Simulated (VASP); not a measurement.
# GeH4 in VASP: single point with PBE+D3(BJ)

Aim: the single point of GeH4 with PBE+D3(BJ).

All numbers are computed with VASP 6.6.1; they aren't measurements. Logs are shortened: lines on timing, memory, paths and dates and some standing lists are left out, and cuts for length are marked.

**1. The cell of the first run**

The cell holds a molecule in a box, 5 atoms: a = 5.126 Å, b = 5.202 Å, c = 30.192 Å, α = 90.00°, β = 90.00°, γ = 90.00°.

**2. Single point, PBE+D3(BJ)**

File INCAR:

```
ALGO = Normal
DIPOL = 0.5 0.5 0.651
EDIFF = 1E-6
ENCUT = 410
GGA = PE
GGA_COMPAT = False
IDIPOL = 3
ISIF = 2
ISMEAR = 0
IVDW = 12
LASPH = True
LCHARG = False
LDIPOL = True
LREAL = False
LWAVE = False
NBANDS = 17
NELM = 120
NELMDL = -8
PREC = Accurate
SIGMA = 0.05
```

File KPOINTS:

```
k-points
0
Gamma
  3 3 1
```

File POSCAR:

```
GeH4
1.0
    5.1260959497      0.0000000000      0.0000000000
    0.0000000000      5.2021810367      0.0000000000
    0.0000000000      0.0000000000     30.1919087171
Ge H
1 4
Direct
   -0.0872460446      1.2014282481      0.6467521731
   -0.1112613413      0.7320439044      0.6085756645
    0.1044180800      1.3633045591      0.6750141529
   -0.2245354494      1.0150874547      0.6790438520
   -0.3289881176      1.4090533042      0.6448266191
```

Potentials or basis: VASP PAW PBE potentials, release 64 (Ge_d, H).

Command:

```sh
> cat potpaw_PBE.64/Ge_d/POTCAR potpaw_PBE.64/H/POTCAR > POTCAR
> mpirun -np 1 vasp_std > vasp.out
```

OUTCAR:

```text
EDIFF = 1E-6
   ENCUT = 410
   GGA = PE
   ISIF = 2
   ISMEAR = 0
   IVDW = 12
   LASPH = True
   LREAL = False
   NELM = 120
   NELMDL = -8
   PREC = Accurate
 IVDW          = 12

 ion  position               nearest neighbor table
   1  0.913  0.201  0.647-   4 1.54   3 1.55   5 1.64
   2  0.889  0.732  0.609-
   3  0.104  0.363  0.675-   1 1.55
   4  0.775  0.015  0.679-   1 1.54
   5  0.671  0.409  0.645-   1 1.64

  LATTYP: Found a simple orthorhombic cell.
 ALAT       =     5.1260959497
 B/A-ratio  =     1.0148426966
 C/A-ratio  =     5.8898446329

  Lattice vectors:

 A1 = (   5.1260959497,   0.0000000000,   0.0000000000)
 A2 = (   0.0000000000,   5.2021810367,   0.0000000000)
 A3 = (   0.0000000000,   0.0000000000,  30.1919087171)

Analysis of symmetry for initial positions (statically):
=====================================================================
 Subroutine PRICEL returns:
 Original cell was already a primitive cell.

 Routine SETGRP: Setting up the symmetry group for a
 simple orthorhombic supercell.

 Subroutine GETGRP returns: Found  1 space group operations
 (whereof  1 operations were pure point group operations)
 out of a pool of  8 trial point group operations.

The static configuration has the point symmetry C_1 .

Analysis of symmetry for dynamics (positions and initial velocities):
=====================================================================
 Subroutine PRICEL returns:
 Original cell was already a primitive cell.

 Routine SETGRP: Setting up the symmetry group for a
 simple orthorhombic supercell.

 Subroutine GETGRP returns: Found  1 space group operations
 (whereof  1 operations were pure point group operations)
 out of a pool of  8 trial point group operations.

The dynamic configuration has the point symmetry C_1 .

 Subroutine INISYM returns: Found  1 space group operations
 (whereof  1 operations are pure point group operations),
 and found     1 'primitive' translations

----------------------------------------------------------------------------------------

                                     Primitive cell

  volume of cell :     805.1240

  direct lattice vectors                    reciprocal lattice vectors
     5.126095950  0.000000000  0.000000000     0.195080235  0.000000000  0.000000000
     0.000000000  5.202181037  0.000000000     0.000000000  0.192227066  0.000000000
     0.000000000  0.000000000 30.191908717     0.000000000  0.000000000  0.033121457

  length of vectors
     5.126095950  5.202181037 30.191908717     0.195080235  0.192227066  0.033121457

  position of ions in fractional coordinates (direct lattice)
     0.912753955  0.201428248  0.646752173
     0.888738659  0.732043904  0.608575665
     0.104418080  0.363304559  0.675014153
     0.775464551  0.015087455  0.679043852
     0.671011882  0.409053304  0.644826619

  ion indices of the primitive-cell ions
   primitive index   ion index
                 1           1
                 2           2
                 3           3
                 4           4
                 5           5

----------------------------------------------------------------------------------------

 KPOINTS: k-points

Automatic generation of k-mesh.
 Grid dimensions read from file:
 generate k-points for:    3    3    1

 Generating k-lattice:

  Cartesian coordinates                     Fractional coordinates (reciprocal lattice)
     0.065026745  0.000000000  0.000000000     0.333333333  0.000000000  0.000000000
     0.000000000  0.064075689  0.000000000     0.000000000  0.333333333  0.000000000
     0.000000000  0.000000000  0.033121457     0.000000000  0.000000000  1.000000000

  Length of vectors
     0.065026745  0.064075689  0.033121457

  Shift w.r.t. Gamma in fractional coordinates (k-lattice)
     0.000000000  0.000000000  0.000000000

 Subroutine IBZKPT returns following result:
 ===========================================

 Found      5 irreducible k-points:

 Following reciprocal coordinates:
            Coordinates               Weight
  0.000000  0.000000  0.000000      1.000000
  0.333333  0.000000  0.000000      2.000000
  0.000000  0.333333  0.000000      2.000000
  0.333333  0.333333  0.000000      2.000000
  0.333333 -0.333333  0.000000      2.000000
   k-points           NKPTS =      5   k-points in BZ     NKDIM =      5   number of bands    NBANDS=     17
   number of dos      NEDOS =    301   number of ions     NIONS =      5
   total plane-waves  NPLWV = 259200
   dimension x,y,z NGX =    36 NGY =   36 NGZ =  200
   dimension x,y,z NGXF=    72 NGYF=   72 NGZF=  400
   ions per type =               1   4
   NGX,Y,Z   is equivalent  to a cutoff of  11.68, 11.50, 11.01 a.u.
   NGXF,Y,Z  is equivalent  to a cutoff of  23.35, 23.01, 22.03 a.u.
 SYSTEM =  unknown system
   PREC   = accura    normal or accurate (medium, high low for compatibility)
   ISTART =      0    job   : 0-new  1-cont  2-samecut
   ICHARG =      2    charge: 1-file 2-atom 10-const
   ISPIN  =      1    spin polarized calculation?
   LNONCOLLINEAR =      F non collinear calculations
   LSORBIT =      F    spin-orbit coupling
   LASPH  =      T    aspherical Exc in radial PAW
   ENCUT  =  410.0 eV  30.13 Ry    5.49 a.u.   8.46  8.59 49.85*2*pi/ulx,y,z
   NELM   =    120;   NELMIN=  2; NELMDL= -8     # of ELM steps
   EDIFF  = 0.1E-05   stopping-criterion for ELM
   LREAL  =      F    real-space projection
   EDIFFG = 0.1E-04   stopping-criterion for IOM
   NSW    =      0    number of steps for IOM
   IBRION =     -1    ionic relax: 0-MD 1-quasi-New 2-CG
   NFREE  =      0    steps in history (QN), initial steepest desc. (CG)
   ISIF   =      2    stress and relaxation
   ISYM   =      2    0-nonsym 1-usesym 2-fastsym
   POTIM  = 0.5000    time-step for ionic-motion
   TEBEG  =    0.0;   TEEND  =   0.0 temperature during run
   PSTRESS=    0.0 pullay stress
   NELECT =      18.0000    total number of electrons
   NUPDOWN=      -1.0000    fix difference up-down
   EMIN   =  10.00;   EMAX   =-10.00  energy-range for DOS
   EFERMI =   0.00;   METHOD = LEGACY
   ISMEAR =     0;   SIGMA  =   0.05  broadening in eV -4-tet -1-fermi 0-gaus
   EFERMI_NEDOS =   21; number of points for ismear=-14 and -15
   IALGO  =     38    algorithm
   IMIX   =      4    mixing-type and parameters
     AMIX     =   0.40;   BMIX     =  1.00
     AMIX_MAG =   1.60;   BMIX_MAG =  1.00
  volume/ion in A,a.u.               =     161.02      1086.65
  Fermi-wavevector in a.u.,A,eV,Ry     =   0.461188  0.871519  2.893884  0.212694
  Thomas-Fermi vector in A             =   1.448081
   LORBIT       =      0    0 simple, 1 ext, 2 COOP (PROOUT), +10 PAW based schemes
   GGA     = PE    functional components
   LHFCALC =     F    Hartree Fock is set to
   AEXX    =    0.0000 exact exchange contribution
   IVDW    =    12    specifies the selected vdW correction
   LEPSILON=     F    determine dielectric tensor
   LRPA    =     F    only Hartree local field effects (RPA)
 non-spin polarized calculation
 Gauss-broadening in eV      SIGMA  =   0.05
  energy-cutoff  :      410.00
  volume of cell :      805.12
 maximum number of plane-waves:     15227
 NGX is ok and might be reduce to    36
   NGX = 17   NGY = 17   NGZ = 99

 dipolmoment           0.000000      0.000000      0.011612 electrons x Angstroem

 number of electron      18.0000011 magnetization

 dipolmoment           0.000000      0.000000     -0.042791 electrons x Angstroem

 Free energy of the ion-electron system (eV)
  ---------------------------------------------------
  ext. energy  EPLUGINS =         0.00000000
  ---------------------------------------------------
  free energy    TOTEN  =       -13.80317992 eV

  energy without entropy =      -13.80317992  energy(sigma->0) =      -13.80317992

 E-fermi :  -5.7378     XC(G=0):  -1.0324

 val. band max:       -6.0324936463   @ k =   0.3333  -0.3333   0.0000
 cond. band min:      -4.6552590209   @ k =   0.0000   0.0000   0.0000
 fundamental gap:      1.3772346254
 Fermi energy:        -5.7378329656

 k-point     1 :       0.0000    0.0000    0.0000
  band No.  band energies     occupation
      1     -29.0259      2.00000
      2     -29.0053      2.00000
      3     -28.9980      2.00000
      4     -28.9160      2.00000
      5     -28.9090      2.00000
      6     -13.7844      2.00000
      7      -8.1419      2.00000
      8      -7.6519      2.00000
      9      -6.2573      2.00000
     10      -4.6553      0.00000
     11      -0.7375      0.00000
     12       0.0504      0.00000
     13       0.1269      0.00000
     14       0.3759      0.00000
     15       0.7073      0.00000
     16       0.8918      0.00000
     17       0.9999      0.00000

 k-point     2 :       0.3333    0.0000    0.0000
  band No.  band energies     occupation
      1     -29.0260      2.00000
      2     -29.0053      2.00000
      3     -28.9980      2.00000
      4     -28.9160      2.00000
      5     -28.9089      2.00000
      6     -13.7237      2.00000
      7      -8.3929      2.00000
      8      -7.6455      2.00000
      9      -6.2775      2.00000
     10      -4.5774      0.00000
     11      -0.0056      0.00000
     12       0.0843      0.00000
     13       0.2993      0.00000
     14       0.9335      0.00000
     15       1.0122      0.00000
     16       1.2266      0.00000
     17       1.4292      0.00000

 k-point     3 :       0.0000    0.3333    0.0000
  band No.  band energies     occupation
      1     -29.0260      2.00000
      2     -29.0053      2.00000
      3     -28.9980      2.00000
      4     -28.9160      2.00000
      5     -28.9090      2.00000
      6     -13.7125      2.00000
      7      -8.4519      2.00000
      8      -7.8201      2.00000
      9      -6.0599      2.00000
     10      -4.4917      0.00000
     11      -0.3894      0.00000
     12       0.1888      0.00000
     13       0.6348      0.00000
     14       0.9044      0.00000
     15       1.0514      0.00000
     16       1.1975      0.00000
     17       1.4345      0.00000

 k-point     4 :       0.3333    0.3333    0.0000
  band No.  band energies     occupation
      1     -29.0260      2.00000
      2     -29.0053      2.00000
      3     -28.9980      2.00000
      4     -28.9160      2.00000
      5     -28.9088      2.00000
      6     -13.6534      2.00000
      7      -8.4936      2.00000
      8      -8.0168      2.00000
      9      -6.0325      2.00000
     10      -4.4712      0.00000
     11      -0.7806      0.00000
     12       0.4963      0.00000
     13       0.8209      0.00000
     14       1.4624      0.00000
     15       1.5348      0.00000
     16       1.7445      0.00000
     17       2.0335      0.00000

 k-point     5 :       0.3333   -0.3333    0.0000
  band No.  band energies     occupation
      1     -29.0260      2.00000
      2     -29.0053      2.00000
      3     -28.9979      2.00000
      4     -28.9159      2.00000
      5     -28.9088      2.00000
      6     -13.6537      2.00000
      7      -8.4468      2.00000
      8      -8.0723      2.00000
      9      -6.0325      2.00000
     10      -4.4622      0.00000
     11      -0.7161      0.00000
     12       0.4980      0.00000
     13       0.6972      0.00000
     14       1.4297      0.00000
     15       1.5530      0.00000
     16       1.7549      0.00000
     17       1.9487      0.00000

------------------------ aborting loop because EDIFF is reached ----------------------------------------

 vacuum level on the upper side and lower side of the slab       (xc-potential included)        -0.148         0.137

 Edisp (eV)   -0.12363

 E8    (eV) :    -0.0397

  FORCE on cell =-STRESS in cart. coord.  units (eV):
  Direction    XX          YY          ZZ          XY          YZ          ZX
  --------------------------------------------------------------------------------------
  -------------------------------------------------------------------------------------
  Total      -0.80691    -5.81754    -0.68713     0.26131    -2.12218     0.25073
  in kB      -1.60573   -11.57676    -1.36737     0.51999    -4.22308     0.49894
  external pressure =       -4.85 kB  Pullay stress =        0.00 kB

 VOLUME and BASIS-vectors are now :
 -----------------------------------------------------------------------------
  energy-cutoff  :      410.00
  volume of cell :      805.12
      direct lattice vectors                 reciprocal lattice vectors
     5.126095950  0.000000000  0.000000000     0.195080235  0.000000000  0.000000000
     0.000000000  5.202181037  0.000000000     0.000000000  0.192227066  0.000000000
     0.000000000  0.000000000 30.191908717     0.000000000  0.000000000  0.033121457

 POSITION                                       TOTAL-FORCE (eV/Angst)
 -----------------------------------------------------------------------------------
      4.67886      1.04787     19.52668        -1.746718     -0.540333      0.487032
      4.55576      3.80822     18.37406         0.300334      1.565750      0.377240
      0.53526      1.88998     20.37997         0.602410     -0.356882     -0.420746
      3.97511      0.07849     20.50163         0.127084     -0.049476      0.299682
      3.43967      2.12797     19.46855         0.716891     -0.619058     -0.743208
 -----------------------------------------------------------------------------------
    total drift:                               -0.001616     -0.000087      0.001436

  FREE ENERGIE OF THE ION-ELECTRON SYSTEM (eV)
  ---------------------------------------------------
  free  energy   TOTEN  =       -13.9268104043 eV

  energy  without entropy=      -13.9268104043  energy(sigma->0) =      -13.92681040

 vacuum level on the upper side and lower side of the slab         0.220         0.510
```

Wall time 2 min (1 thread of Intel Xeon 6975P-C, shared host); peak memory 0.55 GiB.

What came out:

```yaml
Free_energy: -13.9268 eV
Largest_force: 1.892 eV/Å
Gap_between_the_frontier_levels: 1.38 eV, indirect (least direct gap 1.56 eV)
Dispersion_energy_per_atom: -0.025 eV
```

Forces in eV/Å, atoms in the order of the input:
```
Ge  -1.747 -0.540  0.487
H    0.300  1.566  0.377
H    0.602 -0.357 -0.421
H    0.127 -0.049  0.300
H    0.717 -0.619 -0.743
```
